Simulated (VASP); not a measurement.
# HfO2 (Fm-3m) in VASP: a series of runs, part 3 of 3

VASP 6.6.1. The steps go on from the part before.

**5. Single point, r2SCAN**

This run uses another cell than the first one, of 10.79 Å³/atom.

File POSCAR:

```
HfO2
1.0
    0.0000000000      2.5291653637      2.5291653637
    2.5291653637      0.0000000000      2.5291653637
    2.5291653637      2.5291653637      0.0000000000
Hf O
1 2
Direct
    0.0000000000      0.0000000000      0.0000000000
    0.2500000000      0.2500000000      0.2500000000
    0.7500000000      0.7500000000      0.7500000000
```

File INCAR.step1:

```
ALGO     = Normal         # electronic algorithm
EDIFF    = 1E-4           # SCF threshold, eV
ENCUT    = 520            # plane-wave cutoff, eV
GGA      = PE             # functional
ISMEAR   = 0              # smearing method
LASPH    = T              # aspherical terms in the spheres
LCHARG   = F              # write CHGCAR
LREAL    = F              # projectors in reciprocal space
LWAVE    = T              # write WAVECAR
NBANDS   = 18             # bands
NELM     = 80             # most SCF steps
PREC     = Accurate       # precision mode
SIGMA    = 0.01           # smearing width, eV
```

File INCAR.step2:

```
ALGO     = Normal         # electronic algorithm
EDIFF    = 1E-7           # SCF threshold, eV
ENCUT    = 520            # plane-wave cutoff, eV
ISIF     = 2              # what is computed and relaxed
ISMEAR   = 0              # smearing method
ISTART   = 1            
LASPH    = T              # aspherical terms in the spheres
LCHARG   = F              # write CHGCAR
LMIXTAU  = T            
LREAL    = F              # projectors in reciprocal space
LWAVE    = F              # write WAVECAR
METAGGA  = R2SCAN         # meta-GGA
NBANDS   = 18             # bands
NELM     = 80             # most SCF steps
PREC     = Accurate       # precision mode
SIGMA    = 0.01           # smearing width, eV
```

File KPOINTS:

```
k-points
0
Gamma
  6 6 6
```

Potentials or basis: VASP PAW PBE potentials, release 64 (Hf_pv, O).

Run with:

```
$ cat potpaw_PBE.64/Hf_pv/POTCAR potpaw_PBE.64/O/POTCAR > POTCAR
$ cp INCAR.step1 INCAR
$ mpirun -np 1 vasp_std > vasp.out
$ cp INCAR.step2 INCAR
$ mpirun -np 1 vasp_std > vasp.out
```

OUTCAR:

```text
EDIFF = 1E-7
   ENCUT = 520
   ISIF = 2
   ISMEAR = 0
   ISTART = 1
   LASPH = T
   LREAL = F
   METAGGA = R2SCAN
   NELM = 80
   PREC = Accurate

 ion  position               nearest neighbor table
   1  0.000  0.000  0.000-   3 2.19   3 2.19   3 2.19   2 2.19   3 2.19   2 2.19   2 2.19   2 2.19

   2  0.250  0.250  0.250-   1 2.19   1 2.19   1 2.19   1 2.19
   3  0.750  0.750  0.750-   1 2.19   1 2.19   1 2.19   1 2.19

  LATTYP: Found a face centered cubic cell.
 ALAT       =     5.0583307274

  Lattice vectors:

 A1 = (   0.0000000000,   2.5291653637,   2.5291653637)
 A2 = (   2.5291653637,   0.0000000000,   2.5291653637)
 A3 = (   2.5291653637,   2.5291653637,   0.0000000000)

Analysis of symmetry for initial positions (statically):
=====================================================================
 Subroutine PRICEL returns:
 Original cell was already a primitive cell.

 Routine SETGRP: Setting up the symmetry group for a
 face centered cubic supercell.

 Subroutine GETGRP returns: Found 48 space group operations
 (whereof 48 operations were pure point group operations)
 out of a pool of 48 trial point group operations.

The static configuration has the point symmetry O_h .

Analysis of symmetry for dynamics (positions and initial velocities):
=====================================================================
 Subroutine PRICEL returns:
 Original cell was already a primitive cell.

 Routine SETGRP: Setting up the symmetry group for a
 face centered cubic supercell.

 Subroutine GETGRP returns: Found 48 space group operations
 (whereof 48 operations were pure point group operations)
 out of a pool of 48 trial point group operations.

The dynamic configuration has the point symmetry O_h .

[... 104 lines left out ...]
   EMIN   =  10.00;   EMAX   =-10.00  energy-range for DOS
   EFERMI =   0.00;   METHOD = LEGACY
   ISMEAR =     0;   SIGMA  =   0.01  broadening in eV -4-tet -1-fermi 0-gaus
   EFERMI_NEDOS =   21; number of points for ismear=-14 and -15
   IALGO  =     38    algorithm
   IMIX   =      4    mixing-type and parameters
     AMIX     =   0.40;   BMIX     =  1.00
     AMIX_MAG =   1.60;   BMIX_MAG =  1.00
  volume/ion in A,a.u.               =      10.79        72.78
  Fermi-wavevector in a.u.,A,eV,Ry     =   1.439556  2.720366 28.195637  2.072321
  Thomas-Fermi vector in A             =   2.558398
   LORBIT       =      0    0 simple, 1 ext, 2 COOP (PROOUT), +10 PAW based schemes
   METAGGA = R2SCAN    functional components
   LHFCALC =     F    Hartree Fock is set to
   AEXX    =    0.0000 exact exchange contribution
   IVDW    =     0    specifies the selected vdW correction
   LEPSILON=     F    determine dielectric tensor
   LRPA    =     F    only Hartree local field effects (RPA)
 non-spin polarized calculation
 Gauss-broadening in eV      SIGMA  =   0.01
  energy-cutoff  :      520.00
  volume of cell :       32.36
 maximum number of plane-waves:       893
 NGX is ok and might be reduce to    28
   NGX = 13   NGY = 13   NGZ = 13

 number of electron      21.9999992 magnetization

 Free energy of the ion-electron system (eV)
  ---------------------------------------------------
  ext. energy  EPLUGINS =         0.00000000
  ---------------------------------------------------
  free energy    TOTEN  =       -68.54741612 eV

  energy without entropy =      -68.54741612  energy(sigma->0) =      -68.54741612

 E-fermi :   4.0429     XC(G=0): -12.6183

 val. band max:        3.9694206575   @ k =   0.5000   0.5000   0.0000
 cond. band min:       8.2841839783   @ k =   0.5000   0.5000   0.0000
 fundamental gap:      4.3147633209
 Fermi energy:         4.0428533728

 k-point     1 :       0.0000    0.0000    0.0000
  band No.  band energies     occupation
      1     -26.6559      2.00000
      2     -26.6559      2.00000
      3     -26.6559      2.00000
      4     -15.8030      2.00000
      5     -12.7664      2.00000
      6      -1.5147      2.00000
[... 313 lines left out ...]
      5     -13.7337      2.00000
      6      -1.9972      2.00000
[... 10 lines left out ...]
     17      16.6730      0.00000
     18      17.6593      0.00000

------------------------ aborting loop because EDIFF is reached ----------------------------------------

  FORCE on cell =-STRESS in cart. coord.  units (eV):
  Direction    XX          YY          ZZ          XY          YZ          ZX
  --------------------------------------------------------------------------------------
  -------------------------------------------------------------------------------------
  Total       -0.8010787     -0.8010787     -0.8010787      0.0000000      0.0000000      0.0000000
  in kB      -39.6665184    -39.6665184    -39.6665184      0.0000000      0.0000000      0.0000000
  external PRESSURE =     -39.6665184 kB  Pullay stress =       0.0000000 kB

 VOLUME and BASIS-vectors are now :
 -----------------------------------------------------------------------------
  energy-cutoff  :      520.00
  volume of cell :       32.36
      direct lattice vectors                 reciprocal lattice vectors
     0.000000000  2.529165364  2.529165364    -0.197693677  0.197693677  0.197693677
     2.529165364  0.000000000  2.529165364     0.197693677 -0.197693677  0.197693677
     2.529165364  2.529165364  0.000000000     0.197693677  0.197693677 -0.197693677

 POSITION                                       TOTAL-FORCE (eV/Angst)
 -----------------------------------------------------------------------------------
      0.00000      0.00000      0.00000         0.000000      0.000000     -0.000000
      1.26458      1.26458      1.26458         0.000000      0.000000      0.000000
      3.79375      3.79375      3.79375        -0.000000     -0.000000     -0.000000
 -----------------------------------------------------------------------------------
    total drift:                                0.000000      0.000000      0.000000

  FREE ENERGIE OF THE ION-ELECTRON SYSTEM (eV)
  ---------------------------------------------------
  free  energy   TOTEN  =       -68.5474161207 eV

  energy  without entropy=      -68.5474161207  energy(sigma->0) =      -68.54741612
```

It took 2.4 min on 1 thread of AMD EPYC 7R13, shared host; peak memory 0.14 GiB.

What came out:

```
Free energy            : -68.5474 eV
Pressure               : -4.0 GPa
Band gap on the k mesh : 4.31 eV
```

Caveat: the cell stands under tension; the PAW data sets were made with another functional, which shifts forces and pressure a little; spin-orbit coupling is left out, which moves the levels of the heavy elements.

**6. Summary**

```tsv
level	cell	gap on the mesh (eV)	pressure (GPa)
PBE+D3(BJ)	a = 3.587 Å, angles 60.0°, 3 atoms	3.80	-3.8
PBE+D4	a = 3.589 Å, angles 60.0°, 3 atoms	3.79	-3.8
RPBE	a = 3.630 Å, angles 60.0°, 3 atoms	3.81	-3.5
r2SCAN	a = 3.577 Å, angles 60.0°, 3 atoms	4.31	-4.0
```

Alike in all rows: task single point; potentials or basis VASP PAW PBE potentials, release 64 (Hf_pv, O); no spin polarisation; k mesh 6 × 6 × 6; cutoff (eV) 520; smearing gaussian 0.01 eV.

Caveats: the cell stands under tension; spin-orbit coupling is left out, which moves the levels of the heavy elements; the PAW data sets were made with another functional, which shifts forces and pressure a little (at least some runs).

Absolute energies hang on the potentials; compare differences alone.
